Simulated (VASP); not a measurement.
# Sn3Se (Pm-3m) in VASP: a series of runs

The runs below take Sn3Se through single point, relaxation of cell and atoms, with PBEsol.

Program: VASP 6.6.1. These are calculated values, not measurements. Logs are shortened: lines on timing, memory, paths and dates and some standing lists are left out, and cuts for length are marked.

## (1) The cell of the first run

The structure is cubic, space group Pm-3m (No. 221). Conventional cell: a = 4.660 Å, b = 4.660 Å, c = 4.660 Å, α = 90.00°, β = 90.00°, γ = 90.00°. Within 4.3 Å of Sn (site symmetry 4/mmm) lie 8 Sn at 3.29 Å and 4 Se at 3.29 Å. Within 4.3 Å of Se (site symmetry m-3m) lie 12 Sn at 3.29 Å.

## (2) Single point, PBEsol

Input file INCAR:

```
SYSTEM = Sn3Se
PREC = Accurate ; ENCUT = 520
EDIFF = 1E-6 ; ISMEAR = 0
SIGMA = 0.1 ; LREAL = .False.
LASPH = .True. ; NELM = 100
ALGO = Normal ; ISIF = 2
LWAVE = .False. ; LCHARG = .False.
GGA = PS ; NBANDS = 32
```

Input file KPOINTS:

```
Automatic mesh
0
Gamma
  10 10 10
  0 0 0
```

Input file POSCAR:

```
Sn3Se
1.0
    4.6596124226      0.0000000000      0.0000000000
    0.0000000000      4.6596124226      0.0000000000
    0.0000000000      0.0000000000      4.6596124226
Sn Se
3 1
Direct
    0.0000000000      0.5000000000      0.5000000000
    0.5000000000      0.0000000000      0.5000000000
    0.5000000000      0.5000000000      0.0000000000
    0.0000000000      0.0000000000      0.0000000000
```

Potentials or basis: VASP PAW PBE potentials, release 64 (Sn_d, Se).

Launch:

```sh
$ cat potpaw_PBE.64/Sn_d/POTCAR potpaw_PBE.64/Se/POTCAR > POTCAR
$ mpirun -np 1 vasp_std > vasp.out
```

OUTCAR:

```text
SYSTEM = Sn3Se
   PREC = Accurate
   ENCUT = 520
   EDIFF = 1E-6
   ISMEAR = 0
   LREAL = .False.
   LASPH = .True.
   NELM = 100
   ISIF = 2
   GGA = PS

 ion  position               nearest neighbor table
   1  0.000  0.500  0.500-   2 3.29   3 3.29   3 3.29   2 3.29   2 3.29   3 3.29   3 3.29   2 3.29

   2  0.500  0.000  0.500-   1 3.29   3 3.29   3 3.29   1 3.29   3 3.29   3 3.29   1 3.29   1 3.29

   3  0.500  0.500  0.000-   1 3.29   2 3.29   1 3.29   2 3.29   2 3.29   2 3.29   1 3.29   1 3.29

   4  0.000  0.000  0.000-

  LATTYP: Found a simple cubic cell.
 ALAT       =     4.6596124226

  Lattice vectors:

 A1 = (   4.6596124226,   0.0000000000,   0.0000000000)
 A2 = (   0.0000000000,   4.6596124226,   0.0000000000)
 A3 = (   0.0000000000,   0.0000000000,   4.6596124226)

Analysis of symmetry for initial positions (statically):
=====================================================================
 Subroutine PRICEL returns:
 Original cell was already a primitive cell.

 Routine SETGRP: Setting up the symmetry group for a
 simple cubic supercell.

 Subroutine GETGRP returns: Found 48 space group operations
 (whereof 48 operations were pure point group operations)
 out of a pool of 48 trial point group operations.

The static configuration has the point symmetry O_h .

Analysis of symmetry for dynamics (positions and initial velocities):
=====================================================================
 Subroutine PRICEL returns:
 Original cell was already a primitive cell.

 Routine SETGRP: Setting up the symmetry group for a
 simple cubic supercell.

 Subroutine GETGRP returns: Found 48 space group operations
 (whereof 48 operations were pure point group operations)
 out of a pool of 48 trial point group operations.

The dynamic configuration has the point symmetry O_h .

 Subroutine INISYM returns: Found 48 space group operations
 (whereof 48 operations are pure point group operations),
 and found     1 'primitive' translations

----------------------------------------------------------------------------------------

                                     Primitive cell

  volume of cell :     101.1694

  direct lattice vectors                    reciprocal lattice vectors
     4.659612423  0.000000000  0.000000000     0.214610124  0.000000000  0.000000000
     0.000000000  4.659612423  0.000000000     0.000000000  0.214610124  0.000000000
     0.000000000  0.000000000  4.659612423     0.000000000  0.000000000  0.214610124

  length of vectors
     4.659612423  4.659612423  4.659612423     0.214610124  0.214610124  0.214610124

  position of ions in fractional coordinates (direct lattice)
     0.000000000  0.500000000  0.500000000
     0.500000000  0.000000000  0.500000000
     0.500000000  0.500000000  0.000000000
     0.000000000  0.000000000  0.000000000

  ion indices of the primitive-cell ions
   primitive index   ion index
                 1           1
                 2           2
                 3           3
                 4           4

----------------------------------------------------------------------------------------

 KPOINTS: Automatic mesh

Automatic generation of k-mesh.
 Grid dimensions read from file:
 generate k-points for:   10   10   10

 Generating k-lattice:

  Cartesian coordinates                     Fractional coordinates (reciprocal lattice)
     0.021461012  0.000000000  0.000000000     0.100000000  0.000000000  0.000000000
     0.000000000  0.021461012  0.000000000     0.000000000  0.100000000  0.000000000
     0.000000000  0.000000000  0.021461012     0.000000000  0.000000000  0.100000000

  Length of vectors
     0.021461012  0.021461012  0.021461012

  Shift w.r.t. Gamma in fractional coordinates (k-lattice)
     0.000000000  0.000000000  0.000000000

 Subroutine IBZKPT returns following result:
 ===========================================

 Found     56 irreducible k-points:

 Following reciprocal coordinates:
            Coordinates               Weight
  0.000000  0.000000  0.000000      1.000000
  0.100000  0.000000  0.000000      6.000000
  0.200000  0.000000  0.000000      6.000000
  0.300000  0.000000  0.000000      6.000000
  0.400000  0.000000  0.000000      6.000000
  0.500000  0.000000  0.000000      3.000000
[... 16 lines left out ...]
  0.200000  0.100000  0.100000     24.000000
  0.300000  0.100000  0.100000     24.000000
 [... further k-points ...]
   k-points           NKPTS =     56   k-points in BZ     NKDIM =     56   number of bands    NBANDS=     32
   number of dos      NEDOS =    301   number of ions     NIONS =      4
   total plane-waves  NPLWV =  46656
   dimension x,y,z NGX =    36 NGY =   36 NGZ =   36
   dimension x,y,z NGXF=    72 NGYF=   72 NGZF=   72
   ions per type =               3   1
   NGX,Y,Z   is equivalent  to a cutoff of  12.84, 12.84, 12.84 a.u.
   NGXF,Y,Z  is equivalent  to a cutoff of  25.69, 25.69, 25.69 a.u.
 SYSTEM =  Sn3Se
   PREC   = accura    normal or accurate (medium, high low for compatibility)
   ISTART =      0    job   : 0-new  1-cont  2-samecut
   ICHARG =      2    charge: 1-file 2-atom 10-const
   ISPIN  =      1    spin polarized calculation?
   LNONCOLLINEAR =      F non collinear calculations
   LSORBIT =      F    spin-orbit coupling
   LASPH  =      T    aspherical Exc in radial PAW
   ENCUT  =  520.0 eV  38.22 Ry    6.18 a.u.   8.66  8.66  8.66*2*pi/ulx,y,z
   NELM   =    100;   NELMIN=  2; NELMDL= -5     # of ELM steps
   EDIFF  = 0.1E-05   stopping-criterion for ELM
   LREAL  =      F    real-space projection
   EDIFFG = 0.1E-04   stopping-criterion for IOM
   NSW    =      0    number of steps for IOM
   IBRION =     -1    ionic relax: 0-MD 1-quasi-New 2-CG
   NFREE  =      0    steps in history (QN), initial steepest desc. (CG)
   ISIF   =      2    stress and relaxation
   ISYM   =      2    0-nonsym 1-usesym 2-fastsym
   POTIM  = 0.5000    time-step for ionic-motion
   TEBEG  =    0.0;   TEEND  =   0.0 temperature during run
   PSTRESS=    0.0 pullay stress
   NELECT =      48.0000    total number of electrons
   NUPDOWN=      -1.0000    fix difference up-down
   EMIN   =  10.00;   EMAX   =-10.00  energy-range for DOS
   EFERMI =   0.00;   METHOD = LEGACY
   ISMEAR =     0;   SIGMA  =   0.10  broadening in eV -4-tet -1-fermi 0-gaus
   EFERMI_NEDOS =   21; number of points for ismear=-14 and -15
   IALGO  =     38    algorithm
   IMIX   =      4    mixing-type and parameters
     AMIX     =   0.40;   BMIX     =  1.00
     AMIX_MAG =   1.60;   BMIX_MAG =  1.00
  volume/ion in A,a.u.               =      25.29       170.68
  Fermi-wavevector in a.u.,A,eV,Ry     =   1.276847  2.412891 22.182091  1.630338
  Thomas-Fermi vector in A             =   2.409480
   LORBIT       =      0    0 simple, 1 ext, 2 COOP (PROOUT), +10 PAW based schemes
   GGA     = PS    functional components
   LHFCALC =     F    Hartree Fock is set to
   AEXX    =    0.0000 exact exchange contribution
   IVDW    =     0    specifies the selected vdW correction
   LEPSILON=     F    determine dielectric tensor
   LRPA    =     F    only Hartree local field effects (RPA)
 non-spin polarized calculation
 Gauss-broadening in eV      SIGMA  =   0.10
  energy-cutoff  :      520.00
  volume of cell :      101.17
 maximum number of plane-waves:      2800
 NGX is ok and might be reduce to    36
   NGX = 17   NGY = 17   NGZ = 17

 number of electron      47.9999958 magnetization

 Free energy of the ion-electron system (eV)
  ---------------------------------------------------
  ext. energy  EPLUGINS =         0.00000000
  ---------------------------------------------------
  free energy    TOTEN  =       -16.56375509 eV

  energy without entropy =      -16.54934874  energy(sigma->0) =      -16.55655192

 E-fermi :   7.7266     XC(G=0): -10.5598

 val. band max:        7.7179843640   @ k =   0.3000   0.3000   0.2000
 cond. band min:       7.7621569758   @ k =   0.5000   0.5000   0.0000
 fundamental gap:      0.0441726118
 Fermi energy:         7.7266392449

 k-point     1 :       0.0000    0.0000    0.0000
  band No.  band energies     occupation
      1     -14.0114      2.00000
      2     -14.0114      2.00000
      3     -14.0114      2.00000
      4     -13.9706      2.00000
      5     -13.9706      2.00000
      6     -13.9597      2.00000
[... 24 lines left out ...]
     31      13.2393      0.00000
     32      13.3956      0.00000

 k-point     2 :       0.1000    0.0000    0.0000
  band No.  band energies     occupation
      1     -14.0102      2.00000
      2     -14.0052      2.00000
      3     -14.0052      2.00000
      4     -13.9701      2.00000
      5     -13.9669      2.00000
      6     -13.9554      2.00000
[... 24 lines left out ...]
     31      13.4495      0.00000
     32      13.7891      0.00000

 k-point     3 :       0.2000    0.0000    0.0000
  band No.  band energies     occupation
      1     -14.0069      2.00000
      2     -13.9876      2.00000
      3     -13.9876      2.00000
      4     -13.9688      2.00000
      5     -13.9567      2.00000
      6     -13.9432      2.00000
[... 24 lines left out ...]
     31      13.4951      0.00000
     32      13.5050      0.00000

 k-point     4 :       0.3000    0.0000    0.0000
  band No.  band energies     occupation
      1     -14.0026      2.00000
      2     -13.9674      2.00000
      3     -13.9610      2.00000
      4     -13.9610      2.00000
      5     -13.9415      2.00000
      6     -13.9253      2.00000
[... 24 lines left out ...]
     31      12.7621      0.00000
     32      13.5695      0.00000

 k-point     5 :       0.4000    0.0000    0.0000
  band No.  band energies     occupation
      1     -13.9988      2.00000
      2     -13.9662      2.00000
      3     -13.9324      2.00000
      4     -13.9324      2.00000
      5     -13.9253      2.00000
      6     -13.9060      2.00000
[... 584 lines left out ...]
     31      13.5325      0.00000
     32      15.1822      0.00000

 k-point    22 :       0.1000    0.1000    0.1000
  band No.  band energies     occupation
      1     -14.0024      2.00000
      2     -13.9978      2.00000
      3     -13.9978      2.00000
      4     -13.9633      2.00000
      5     -13.9633      2.00000
      6     -13.9467      2.00000
[... 24 lines left out ...]
     31      13.4832      0.00000
     32      13.4832      0.00000

 k-point    23 :       0.2000    0.1000    0.1000
  band No.  band energies     occupation
      1     -13.9975      2.00000
      2     -13.9859      2.00000
      3     -13.9850      2.00000
      4     -13.9601      2.00000
      5     -13.9499      2.00000
      6     -13.9346      2.00000
[... 24 lines left out ...]
     31      13.5973      0.00000
     32      13.6000      0.00000

 k-point    24 :       0.3000    0.1000    0.1000
  band No.  band energies     occupation
      1     -13.9927      2.00000
      2     -13.9714      2.00000
      3     -13.9658      2.00000
      4     -13.9505      2.00000
      5     -13.9306      2.00000
      6     -13.9177      2.00000
[... 24 lines left out ...]
     31      13.2013      0.00000
     32      13.7613      0.00000

 [... further k-points ...]

------------------------ aborting loop because EDIFF is reached ----------------------------------------

  FORCE on cell =-STRESS in cart. coord.  units (eV):
  Direction    XX          YY          ZZ          XY          YZ          ZX
  --------------------------------------------------------------------------------------
  -------------------------------------------------------------------------------------
  Total       -0.0206562     -0.0206562     -0.0206562     -0.0000000     -0.0000000     -0.0000000
  in kB       -0.3271239     -0.3271239     -0.3271239     -0.0000000     -0.0000000     -0.0000000
  external PRESSURE =      -0.3271239 kB  Pullay stress =       0.0000000 kB

 VOLUME and BASIS-vectors are now :
 -----------------------------------------------------------------------------
  energy-cutoff  :      520.00
  volume of cell :      101.17
      direct lattice vectors                 reciprocal lattice vectors
     4.659612423  0.000000000  0.000000000     0.214610124  0.000000000  0.000000000
     0.000000000  4.659612423  0.000000000     0.000000000  0.214610124  0.000000000
     0.000000000  0.000000000  4.659612423     0.000000000  0.000000000  0.214610124

 POSITION                                       TOTAL-FORCE (eV/Angst)
 -----------------------------------------------------------------------------------
      0.00000      2.32981      2.32981         0.000000      0.000000      0.000000
      2.32981      0.00000      2.32981         0.000000      0.000000      0.000000
      2.32981      2.32981      0.00000         0.000000      0.000000      0.000000
      0.00000      0.00000      0.00000         0.000000      0.000000      0.000000
 -----------------------------------------------------------------------------------
    total drift:                                0.000000      0.000000      0.000000

  FREE ENERGIE OF THE ION-ELECTRON SYSTEM (eV)
  ---------------------------------------------------
  free  energy   TOTEN  =       -16.5637550884 eV

  energy  without entropy=      -16.5493487418  energy(sigma->0) =      -16.55655192
```

It took 55 s on 1 thread of Intel Xeon 6975P-C (Granite Rapids), shared host; peak memory 0.29 GiB.

What came out:

```
Free energy            : -16.5638 eV
Pressure               : 0.0 GPa
Band gap on the k mesh : zero (bands 24 and 25 overlap by 2.61 eV)
```

Caveat: the PAW data sets were made with another functional, which shifts forces and pressure a little; spin-orbit coupling is left out, which moves the levels of the heavy elements.

## (3) Single point, PBEsol

Input file INCAR:

```
SYSTEM = Sn3Se
PREC = Accurate
ENCUT = 520
EDIFF = 1E-6
ISMEAR = 0
SIGMA = 0.15
LREAL = .FALSE.
LASPH = .TRUE.
NELM = 100
ALGO = Normal
ISIF = 2
LWAVE = .FALSE.
LCHARG = .TRUE.
GGA = PS
LELF = .TRUE.
LVHAR = .TRUE.
NBANDS = 32
```

Input file KPOINTS:

```
Automatic mesh
0
G
  10 10 10
  0 0 0
```

POSCAR is that of step 2.

Potentials or basis: VASP PAW PBE potentials, release 64 (Sn_d, Se).

Launch:

```sh
$ cat potpaw_PBE.64/Sn_d/POTCAR potpaw_PBE.64/Se/POTCAR > POTCAR
$ mpirun -np 1 vasp_std > vasp.out
```

Run time: 62 s. Hardware: 1 thread of Intel Xeon 6975P-C (Granite Rapids), shared host; peak memory 0.29 GiB.

The run converged. Its results:

- Free energy: -16.5727 eV
- Pressure: -0.1 GPa
- Band gap on the k mesh: zero (bands 24 and 25 overlap by 2.61 eV)

Levels at points of the mesh, in eV from the Fermi level:
| k point | band 20 | band 21 | band 22 | band 23 | band 24 | band 25 | band 26 | band 27 | band 28 | band 29 |
| --- | --- | --- | --- | --- | --- | --- | --- | --- | --- | --- |
| (0.00, 0.00, 0.00) | -4.59 | -4.59 | -4.59 | -0.06 | -0.06 | -0.06 | 2.34 | 2.34 | 2.34 | 4.23 |
| (0.50, 0.00, 0.00) | -3.44 | -3.44 | -1.98 | -1.94 | -1.94 | -0.29 | 2.04 | 2.29 | 2.29 | 2.39 |
| (0.50, 0.50, 0.00) | -2.71 | -2.50 | -2.03 | -2.03 | -0.62 | -0.01 | -0.01 | 0.04 | 3.33 | 3.33 |
| (0.50, 0.50, 0.50) | -5.58 | -5.58 | -5.58 | -5.01 | 2.13 | 2.13 | 2.13 | 6.17 | 6.17 | 6.43 |

Caveat: the PAW data sets were made with another functional, which shifts forces and pressure a little; spin-orbit coupling is left out, which moves the levels of the heavy elements.

## (4) Single point, PBEsol

Input file INCAR:

```
SYSTEM = Sn3Se
  PREC = Accurate
  ENCUT = 520
  EDIFF = 1E-7
  ISMEAR = 0
  SIGMA = 0.15
  LREAL = .False.
  LASPH = .True.
  NELM = 80
  ALGO = Normal
  ISIF = 2
  LWAVE = .False.
  LCHARG = .False.
  GGA = PS
  NBANDS = 32
```

Input file KPOINTS:

```
Automatic mesh
0
Gamma
  12 12 12
  0 0 0
```

POSCAR is that of step 3.

Launch:

```sh
$ cat potpaw_PBE.64/Sn_d/POTCAR potpaw_PBE.64/Se/POTCAR > POTCAR
$ mpirun -np 1 vasp_std > vasp.out
```

Wall time 94 s (1 thread of Intel Xeon 6975P-C (Granite Rapids), shared host); peak memory 0.35 GiB.

Results (log left out):

| Quantity | Value |
| --- | --- |
| Free energy | -16.5740 eV |
| Pressure | -0.2 GPa |
| Band gap on the k mesh | zero (bands 24 and 25 overlap by 2.58 eV) |

Levels at points of the mesh, in eV from the Fermi level:
| k point | band 21 | band 22 | band 23 | band 24 | band 25 | band 26 | band 27 | band 28 |
| --- | --- | --- | --- | --- | --- | --- | --- | --- |
| (0.00, 0.00, 0.00) | -4.59 | -4.59 | -0.06 | -0.06 | -0.06 | 2.35 | 2.35 | 2.35 |
| (0.50, 0.00, 0.00) | -3.45 | -1.98 | -1.93 | -1.93 | -0.29 | 2.05 | 2.29 | 2.29 |
| (0.50, 0.50, 0.00) | -2.50 | -2.03 | -2.03 | -0.61 | 0.00 | 0.00 | 0.05 | 3.34 |
| (0.50, 0.50, 0.50) | -5.58 | -5.58 | -5.00 | 2.13 | 2.13 | 2.13 | 6.18 | 6.18 |

Caveat: the PAW data sets were made with another functional, which shifts forces and pressure a little; spin-orbit coupling is left out, which moves the levels of the heavy elements.

## (5) Relaxation of cell and atoms, PBEsol

This run uses another cell than the first one, of 26.66 Å³/atom.

Input file INCAR:

```
  ALGO = Normal
  EDIFF = 1E-7
  EDIFFG = -0.005
  ENCUT = 600
  GGA = PS
  IBRION = 2
  ISIF = 3
  ISMEAR = 0
  LASPH = T
  LCHARG = F
  LREAL = F
  LWAVE = F
  NELM = 100
  NSW = 100
  PREC = Accurate
  SIGMA = 0.1
```

Input file KPOINTS:

```
k-points
0
Gamma
  10 10 10
```

Input file POSCAR:

```
Sn3Se
1.0
    4.7418790000      0.0000000000      0.0000000000
    0.0000000000      4.7418790000      0.0000000000
    0.0000000000      0.0000000000      4.7418790000
Sn Se
3 1
Direct
    0.0000000000      0.5000000000      0.5000000000
    0.5000000000      0.0000000000      0.5000000000
    0.5000000000      0.5000000000      0.0000000000
    0.0000000000      0.0000000000      0.0000000000
```

Launch:

```sh
$ cat potpaw_PBE.64/Sn_d/POTCAR potpaw_PBE.64/Se/POTCAR > POTCAR
$ mpirun -np 1 vasp_std > vasp.out
```

Wall time 4.1 min (1 thread of Intel Xeon 6975P-C (Granite Rapids), shared host); peak memory 0.37 GiB.

The run converged. Its results:

```
Free energy                           : -16.5651 eV
Relaxed volume                        : 25.30 Å³/atom
Relaxed cell                          : a = 4.660 Å, b = 4.660 Å, c = 4.660 Å, α = 90.00°, β = 90.00°, γ = 90.00°
Space group after relaxing (to 0.1 Å) : Pm-3m (No. 221)
Energy gained by relaxing             : 11.3 meV/atom
Ionic steps                           : 3
Pressure after relaxing               : 0.0 GPa
Band gap on the k mesh                : zero (bands 24 and 25 overlap by 2.61 eV)
```

Step by step:
| step | energy change (eV) | largest force (eV/Å) | pressure (GPa) | volume (Å³) |
| --- | --- | --- | --- | --- |
| 1 | 0.0000 | 0.0000 | -2.57 | 106.62 |
| 2 | -0.0434 | 0.0000 | 0.60 | 100.15 |
| 3 | -0.0454 | 0.0000 | 0.00 | 101.21 |

Final structure:
```yaml
crystal:
  lattice:
    - [4.66021, 0.00000, 0.00000]
    - [0.00000, 4.66021, 0.00000]
    - [0.00000, 0.00000, 4.66021]
  atoms:
    - { symbol: Sn, position: [0.00000, 0.50000, 0.50000] }
    - { symbol: Sn, position: [0.50000, 0.00000, 0.50000] }
    - { symbol: Sn, position: [0.50000, 0.50000, 0.00000] }
    - { symbol: Se, position: [0.00000, 0.00000, 0.00000] }
```

Levels at points of the mesh, in eV from the Fermi level:
| k point | band 20 | band 21 | band 22 | band 23 | band 24 | band 25 | band 26 | band 27 | band 28 |
| --- | --- | --- | --- | --- | --- | --- | --- | --- | --- |
| (0.00, 0.00, 0.00) | -4.59 | -4.59 | -4.59 | -0.06 | -0.06 | -0.06 | 2.33 | 2.33 | 2.33 |
| (0.50, 0.00, 0.00) | -3.45 | -3.45 | -1.99 | -1.95 | -1.95 | -0.30 | 2.04 | 2.28 | 2.28 |
| (0.50, 0.50, 0.00) | -2.72 | -2.51 | -2.03 | -2.03 | -0.62 | -0.01 | -0.01 | 0.04 | 3.33 |
| (0.50, 0.50, 0.50) | -5.58 | -5.58 | -5.58 | -5.02 | 2.12 | 2.12 | 2.12 | 6.16 | 6.16 |

Caveat: the PAW data sets were made with another functional, which shifts forces and pressure a little; spin-orbit coupling is left out, which moves the levels of the heavy elements.

(Part 1 of 2 ends here.)
